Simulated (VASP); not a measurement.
# FeNi3 (Pm-3m) in VASP: single point with PBE

Aim: the single point of FeNi3 with PBE.

All numbers are computed with VASP 6.6.1; they aren't measurements. Logs are shortened: lines on timing, memory, paths and dates and some standing lists are left out, and cuts for length are marked.

## (1) The cell of the first run

The structure is cubic, space group Pm-3m (No. 221). The conventional cell has a = 3.543 Å, b = 3.543 Å, c = 3.543 Å, α = 90.00°, β = 90.00°, γ = 90.00°. Fe (site symmetry m-3m) has 12 Ni at 2.51 Å within 3.3 Å. Ni (site symmetry 4/mmm) has 4 Fe at 2.51 Å and 8 Ni at 2.51 Å within 3.3 Å.

## (2) Single point, PBE, collinear spin, ferromagnetic start

INCAR reads:

```
PREC     = Accurate       # precision mode
ENCUT    = 520            # plane-wave cutoff, eV
EDIFF    = 1E-6           # SCF threshold, eV
ISMEAR   = 0              # smearing method
SIGMA    = 0.05           # smearing width, eV
LREAL    = F              # projectors in reciprocal space
LASPH    = T              # aspherical terms in the spheres
NELM     = 150            # most SCF steps
ALGO     = Normal         # electronic algorithm
ISIF     = 2              # what is computed and relaxed
LWAVE    = F              # write WAVECAR
LCHARG   = F              # write CHGCAR
ISPIN    = 2              # spin polarisation
MAGMOM   = 2.5 2.5 0.8 0.8 0.8 0.8 0.8 0.8 # initial moments
LORBIT   = 11             # projections on sites
LMAXMIX  = 4              # l up to which the mixer works
GGA      = PE             # functional
NBANDS   = 52             # bands
```

KPOINTS reads:

```
regular mesh
0
Gamma
  8 8 8
```

POSCAR reads:

```
FeNi3
1.0
    0.0000000000      3.5433718917      3.5433718917
    3.5433718917      0.0000000000      3.5433718917
    3.5433718917      3.5433718917      0.0000000000
Fe Ni
2 6
Direct
    0.0000000000      0.0000000000      0.0000000000
    0.5000000000      0.5000000000      0.5000000000
    0.5000000000      0.0000000000      0.0000000000
    0.0000000000      0.5000000000      0.0000000000
    0.0000000000      0.0000000000      0.5000000000
    1.0000000000      0.5000000000      0.5000000000
    0.5000000000      1.0000000000      0.5000000000
    0.5000000000      0.5000000000      1.0000000000
```

Potentials or basis: VASP PAW PBE potentials, release 64 (Fe, Ni).

The run is started by

```bash
$ cat potpaw_PBE.64/Fe/POTCAR potpaw_PBE.64/Ni/POTCAR > POTCAR
$ mpirun -np 1 vasp_std > vasp.out
```

OUTCAR:

```text
PREC = Accurate
   ENCUT = 520
   EDIFF = 1E-6
   ISMEAR = 0
   LREAL = F
   LASPH = T
   NELM = 150
   ISIF = 2
   ISPIN = 2
   LORBIT = 11
   GGA = PE

 ion  position               nearest neighbor table
   1  0.000  0.000  0.000-   3 2.51   4 2.51   5 2.51   5 2.51   6 2.51   7 2.51   4 2.51   6 2.51
                             8 2.51   3 2.51   7 2.51   8 2.51
   2  0.500  0.500  0.500-   6 2.51   7 2.51   8 2.51   3 2.51   4 2.51   8 2.51   3 2.51   5 2.51
                             7 2.51   4 2.51   5 2.51   6 2.51
   3  0.500  0.000  0.000-   1 2.51   7 2.51   8 2.51   2 2.51   5 2.51   7 2.51   2 2.51   4 2.51
                             8 2.51   1 2.51   4 2.51   5 2.51
   4  0.000  0.500  0.000-   1 2.51   6 2.51   8 2.51   2 2.51   5 2.51   6 2.51   1 2.51   3 2.51
                             5 2.51   2 2.51   3 2.51   8 2.51
   5  0.000  0.000  0.500-   1 2.51   6 2.51   7 2.51   1 2.51   3 2.51   4 2.51   2 2.51   4 2.51
                             6 2.51   2 2.51   3 2.51   7 2.51
   6  0.000  0.500  0.500-   2 2.51   4 2.51   5 2.51   1 2.51   4 2.51   8 2.51   1 2.51   5 2.51
                             7 2.51   2 2.51   7 2.51   8 2.51
   7  0.500  0.000  0.500-   2 2.51   3 2.51   5 2.51   1 2.51   3 2.51   8 2.51   2 2.51   6 2.51
                             8 2.51   1 2.51   5 2.51   6 2.51
   8  0.500  0.500  0.000-   2 2.51   3 2.51   4 2.51   2 2.51   6 2.51   7 2.51   1 2.51   3 2.51
                             7 2.51   1 2.51   4 2.51   6 2.51

  LATTYP: Found a face centered cubic cell.
 ALAT       =     7.0867437834

  Lattice vectors:

 A1 = (   0.0000000000,   3.5433718917,   3.5433718917)
 A2 = (   3.5433718917,   0.0000000000,   3.5433718917)
 A3 = (   3.5433718917,   3.5433718917,   0.0000000000)

Analysis of symmetry for initial positions (statically):
=====================================================================
 Subroutine PRICEL returns following result:

  LATTYP: Found a simple cubic cell.
 ALAT       =     3.5433718917
[... 12 lines left out ...]
 Subroutine GETGRP returns: Found 48 space group operations
 (whereof 48 operations were pure point group operations)
 out of a pool of 48 trial point group operations.

The static configuration has the point symmetry O_h .

Analysis of symmetry for dynamics (positions and initial velocities):
=====================================================================
 Subroutine PRICEL returns following result:

  LATTYP: Found a simple cubic cell.
 ALAT       =     3.5433718917
[... 12 lines left out ...]
 Subroutine GETGRP returns: Found 48 space group operations
 (whereof 48 operations were pure point group operations)
 out of a pool of 48 trial point group operations.

The dynamic configuration has the point symmetry O_h .

Analysis of structural, dynamic, and magnetic symmetry:
=====================================================================
 Subroutine PRICEL returns following result:

  LATTYP: Found a simple cubic cell.
 ALAT       =     3.5433718917
[... 12 lines left out ...]
 Subroutine GETGRP returns: Found 48 space group operations
 (whereof 48 operations were pure point group operations)
 out of a pool of 48 trial point group operations.

The overall configuration has the point symmetry O_h .

 Subroutine INISYM returns: Found 48 space group operations
 (whereof 48 operations are pure point group operations),
 and found     2 'primitive' translations

----------------------------------------------------------------------------------------

                                     Primitive cell

  volume of cell :      44.4888

  direct lattice vectors                    reciprocal lattice vectors
    -3.543371892  0.000000000  0.000000000    -0.282217061  0.000000000  0.000000000
     0.000000000  0.000000000  3.543371892     0.000000000  0.000000000  0.282217061
     0.000000000  3.543371892  0.000000000     0.000000000  0.282217061  0.000000000

  length of vectors
     3.543371892  3.543371892  3.543371892     0.282217061  0.282217061  0.282217061

  position of ions in fractional coordinates (direct lattice)
     0.000000000  0.000000000  0.000000000
     0.000000000  0.500000000  0.500000000
     0.500000000  0.500000000  0.000000000
     0.500000000  0.000000000  0.500000000

  ion indices of the primitive-cell ions
   primitive index   ion index
                 1           1
                 2           3
                 3           4
                 4           5

----------------------------------------------------------------------------------------

 KPOINTS: regular mesh

Automatic generation of k-mesh.
 Grid dimensions read from file:
 generate k-points for:    8    8    8

 Generating k-lattice:

  Cartesian coordinates                     Fractional coordinates (reciprocal lattice)
    -0.017638566  0.017638566  0.017638566     0.125000000  0.000000000  0.000000000
     0.017638566 -0.017638566  0.017638566     0.000000000  0.125000000  0.000000000
     0.017638566  0.017638566 -0.017638566     0.000000000  0.000000000  0.125000000

  Length of vectors
     0.030550893  0.030550893  0.030550893

  Shift w.r.t. Gamma in fractional coordinates (k-lattice)
     0.000000000  0.000000000  0.000000000

 Subroutine IBZKPT returns following result:
 ===========================================

 Found     29 irreducible k-points:

 Following reciprocal coordinates:
            Coordinates               Weight
  0.000000  0.000000  0.000000      1.000000
  0.125000  0.000000  0.000000      8.000000
  0.250000  0.000000  0.000000      8.000000
  0.375000  0.000000  0.000000      8.000000
  0.500000  0.000000  0.000000      4.000000
  0.125000  0.125000  0.000000      6.000000
[... 16 lines left out ...]
  0.500000  0.250000  0.125000     48.000000
 -0.375000  0.250000  0.125000     24.000000
 [... further k-points ...]
   k-points           NKPTS =     29   k-points in BZ     NKDIM =     29   number of bands    NBANDS=     52
   number of dos      NEDOS =    301   number of ions     NIONS =      8
   total plane-waves  NPLWV =  64000
   dimension x,y,z NGX =    40 NGY =   40 NGZ =   40
   dimension x,y,z NGXF=    80 NGYF=   80 NGZF=   80
   ions per type =               2   6
   NGX,Y,Z   is equivalent  to a cutoff of  13.27, 13.27, 13.27 a.u.
   NGXF,Y,Z  is equivalent  to a cutoff of  26.54, 26.54, 26.54 a.u.
 SYSTEM =  unknown system
   PREC   = accura    normal or accurate (medium, high low for compatibility)
   ISTART =      0    job   : 0-new  1-cont  2-samecut
   ICHARG =      2    charge: 1-file 2-atom 10-const
   ISPIN  =      2    spin polarized calculation?
   LNONCOLLINEAR =      F non collinear calculations
   LSORBIT =      F    spin-orbit coupling
   LASPH  =      T    aspherical Exc in radial PAW
   ENCUT  =  520.0 eV  38.22 Ry    6.18 a.u.   9.32  9.32  9.32*2*pi/ulx,y,z
   NELM   =    150;   NELMIN=  2; NELMDL= -5     # of ELM steps
   EDIFF  = 0.1E-05   stopping-criterion for ELM
   LREAL  =      F    real-space projection
   EDIFFG = 0.1E-04   stopping-criterion for IOM
   NSW    =      0    number of steps for IOM
   IBRION =     -1    ionic relax: 0-MD 1-quasi-New 2-CG
   NFREE  =      0    steps in history (QN), initial steepest desc. (CG)
   ISIF   =      2    stress and relaxation
   ISYM   =      2    0-nonsym 1-usesym 2-fastsym
   POTIM  = 0.5000    time-step for ionic-motion
   TEBEG  =    0.0;   TEEND  =   0.0 temperature during run
   PSTRESS=    0.0 pullay stress
   NELECT =      76.0000    total number of electrons
   NUPDOWN=      -1.0000    fix difference up-down
   EMIN   =  10.00;   EMAX   =-10.00  energy-range for DOS
   EFERMI =   0.00;   METHOD = LEGACY
   ISMEAR =     0;   SIGMA  =   0.05  broadening in eV -4-tet -1-fermi 0-gaus
   EFERMI_NEDOS =   21; number of points for ismear=-14 and -15
   IALGO  =     38    algorithm
   IMIX   =      4    mixing-type and parameters
     AMIX     =   0.40;   BMIX     =  1.00
     AMIX_MAG =   1.60;   BMIX_MAG =  1.00
  volume/ion in A,a.u.               =      11.12        75.06
  Fermi-wavevector in a.u.,A,eV,Ry     =   1.553290  2.935293 32.826922  2.412711
  Thomas-Fermi vector in A             =   2.657542
   LORBIT       =     11    0 simple, 1 ext, 2 COOP (PROOUT), +10 PAW based schemes
   GGA     = PE    functional components
   LHFCALC =     F    Hartree Fock is set to
   AEXX    =    0.0000 exact exchange contribution
   IVDW    =     0    specifies the selected vdW correction
   LEPSILON=     F    determine dielectric tensor
   LRPA    =     F    only Hartree local field effects (RPA)
 spin polarized calculation
 Gauss-broadening in eV      SIGMA  =   0.05
  energy-cutoff  :      520.00
  volume of cell :       88.98
 maximum number of plane-waves:      2421
 NGX is ok and might be reduce to    40
   NGX = 19   NGY = 19   NGZ = 19

 number of electron      76.0000042 magnetization       9.6544929

 Free energy of the ion-electron system (eV)
  ---------------------------------------------------
  ext. energy  EPLUGINS =         0.00000000
  ---------------------------------------------------
  free energy    TOTEN  =       -49.98540508 eV

  energy without entropy =      -49.97463383  energy(sigma->0) =      -49.98001946

 E-fermi :   8.5914     XC(G=0): -13.1506

 val. band max:        8.5913639801   @ k =  -0.2500   0.3750   0.1250
 cond. band min:       8.5952130834   @ k =   0.1250   0.0000   0.0000
 fundamental gap:      0.0038491034
 Fermi energy:         8.5913829788

 spin component 1

 k-point     1 :       0.0000    0.0000    0.0000
  band No.  band energies     occupation
      1      -0.4858      1.00000
      2       3.2923      1.00000
      3       3.2923      1.00000
      4       3.3394      1.00000
      5       3.3394      1.00000
      6       3.3394      1.00000
[... 1261 lines left out ...]
     49      14.8528      0.00000
     50      14.8528      0.00000

 [... further k-points ...]

 spin component 2

 k-point     1 :       0.0000    0.0000    0.0000
  band No.  band energies     occupation
      1      -0.4459      1.00000
      2       4.1594      1.00000
      3       4.1594      1.00000
      4       4.1595      1.00000
      5       4.2777      1.00000
      6       4.3415      1.00000
[... 1261 lines left out ...]
     49      15.4273      0.00000
     50      15.4273      0.00000

 [... further k-points ...]

 [bands above 50 left out]

------------------------ aborting loop because EDIFF is reached ----------------------------------------

  FORCE on cell =-STRESS in cart. coord.  units (eV):
  Direction    XX          YY          ZZ          XY          YZ          ZX
  --------------------------------------------------------------------------------------
  -------------------------------------------------------------------------------------
  Total        0.0954024      0.0954024      0.0954024     -0.0000000     -0.0000000      0.0000000
  in kB        1.7178682      1.7178682      1.7178682     -0.0000000     -0.0000000      0.0000000
  external PRESSURE =       1.7178682 kB  Pullay stress =       0.0000000 kB

 VOLUME and BASIS-vectors are now :
 -----------------------------------------------------------------------------
  energy-cutoff  :      520.00
  volume of cell :       88.98
      direct lattice vectors                 reciprocal lattice vectors
     0.000000000  3.543371892  3.543371892    -0.141108530  0.141108530  0.141108530
     3.543371892  0.000000000  3.543371892     0.141108530 -0.141108530  0.141108530
     3.543371892  3.543371892  0.000000000     0.141108530  0.141108530 -0.141108530

 POSITION                                       TOTAL-FORCE (eV/Angst)
 -----------------------------------------------------------------------------------
      0.00000      0.00000      0.00000         0.000000     -0.000000      0.000000
      3.54337      3.54337      3.54337         0.000000     -0.000000      0.000000
      0.00000      1.77169      1.77169         0.000000     -0.000000      0.000000
      1.77169      0.00000      1.77169         0.000000      0.000000     -0.000000
      1.77169      1.77169      0.00000        -0.000000     -0.000000     -0.000000
      3.54337      1.77169      1.77169        -0.000000     -0.000000     -0.000000
      1.77169      3.54337      1.77169         0.000000     -0.000000      0.000000
      1.77169      1.77169      3.54337        -0.000000      0.000000     -0.000000
 -----------------------------------------------------------------------------------
    total drift:                                0.000000     -0.000000      0.000000

  FREE ENERGIE OF THE ION-ELECTRON SYSTEM (eV)
  ---------------------------------------------------
  free  energy   TOTEN  =       -49.9854050834 eV

  energy  without entropy=      -49.9746338305  energy(sigma->0) =      -49.98001946

 total charge

# of ion       s       p       d       tot
------------------------------------------
    1        0.475   0.502   6.114   7.090
    2        0.475   0.502   6.114   7.090
    3        0.505   0.510   8.324   9.338
    4        0.505   0.510   8.324   9.338
    5        0.505   0.510   8.324   9.338
    6        0.505   0.510   8.324   9.338
    7        0.505   0.510   8.324   9.338
    8        0.505   0.510   8.324   9.338
--------------------------------------------------
tot          3.976   4.061  62.172  70.209

 magnetization (x)

# of ion       s       p       d       tot
------------------------------------------
    1        0.013  -0.000   2.901   2.913
    2        0.013  -0.000   2.901   2.913
    3       -0.015  -0.044   0.707   0.648
    4       -0.015  -0.044   0.707   0.648
    5       -0.015  -0.044   0.707   0.648
    6       -0.015  -0.044   0.707   0.648
    7       -0.015  -0.044   0.707   0.648
    8       -0.015  -0.044   0.707   0.648
--------------------------------------------------
tot         -0.065  -0.266  10.044   9.714
```

Run time: 12 min. Hardware: 1 thread of AMD EPYC 7R13, shared host; peak memory 0.37 GiB.

What came out:

| Item | Value |
| --- | --- |
| Free energy | -49.9854 eV |
| Pressure | 0.2 GPa |
| Net moment | 9.65 μB per cell |
| Site moments | Fe +2.91; Ni +0.65 μB |
| Valence electrons inside the program's atomic spheres | Fe 7.09; Ni 9.34 |
